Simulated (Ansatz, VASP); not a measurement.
## One calculation of C, two programs

The input INCAR:

```
SYSTEM = C
PREC = Accurate ; ENCUT = 520
EDIFF = 1E-7 ; ISMEAR = -1
SIGMA = 0.1 ; LREAL = .FALSE.
LASPH = .TRUE. ; NELM = 100
ALGO = Normal ; ISIF = 2
LWAVE = .FALSE. ; LCHARG = .FALSE.
GGA = B5 ; ALDAX = 1.0
AGGAX = 1.0 ; AGGAC = 1.0
ALDAC = 0.0 ; NBANDS = 16
```

File KPOINTS:

```
Automatic mesh
0
G
  22 22 2
  0 0 0
```

File POSCAR:

```
C
1.0
    1.8732099987      0.0000000000      0.0000000000
   -0.9366049993      1.6222474455      0.0000000000
    0.0000000000      0.0000000000     19.7776189776
C
4
Direct
    0.0000000000      1.0000000000      1.0000000000
    0.0000000000      1.0000000000      0.5000000000
    0.3333333333      0.6666666667      0.2500000000
    0.6666666667      0.3333333333      0.7500000000
```

Input for Ansatz:

```yaml
crystal:
  lattice:
    - [1.8732099987, 0.0, 0.0]
    - [-0.9366049993, 1.6222474455, 0.0]
    - [0.0, 0.0, 19.7776189776]
  atoms:
    - { symbol: C, position: [0.0, 1.0, 1.0] }
    - { symbol: C, position: [0.0, 1.0, 0.5] }
    - { symbol: C, position: [0.3333333333, 0.6666666667, 0.25] }
    - { symbol: C, position: [0.6666666667, 0.3333333333, 0.75] }
hamiltonian:
  xc: blyp
  pseudopotentials:
    kind: paw
    azcp:
      C: "pseudopotentials/C.paw.azcp"
basis:
  ecutwfc: 420
  fft_grid_basis: typed
kpoints:
  mp_grid: { grid: [22, 22, 2], shift: [0, 0, 0] }
magnetization:
  spin_polarized: false
scf:
  occupations: { method: fermi_dirac, width: 0.1 }
  lower_state_search: "off"
output:
  stress: true
```

Alike in both runs: task single point; functional BLYP; k mesh 22 × 22 × 2; occupations fermi-dirac, width 0.1 eV; no spin polarisation.

```csv
,VASP,Ansatz
version,VASP 6.6.1,Ansatz 0.2.0
potentials or method,"VASP PAW PBE potentials, release 64 (C), cutoff 520 eV","plane waves (420 eV) with PAW, scalar-relativistic"
valence electrons in the cell,16,16
```

VASP gave:

```
pressure (GPa)                                                : -4.1
traceless stress, the component that is largest in VASP (GPa) : 4.22
```

Question: Which values does Ansatz return?

Answer: Pressure (GPa): -4.1; traceless stress, the component that is largest in VASP (GPa): 4.26.

VASP's potentials were made for PBE, not for BLYP. The functional is the same, so the differences come from potentials, cutoffs and numerics.
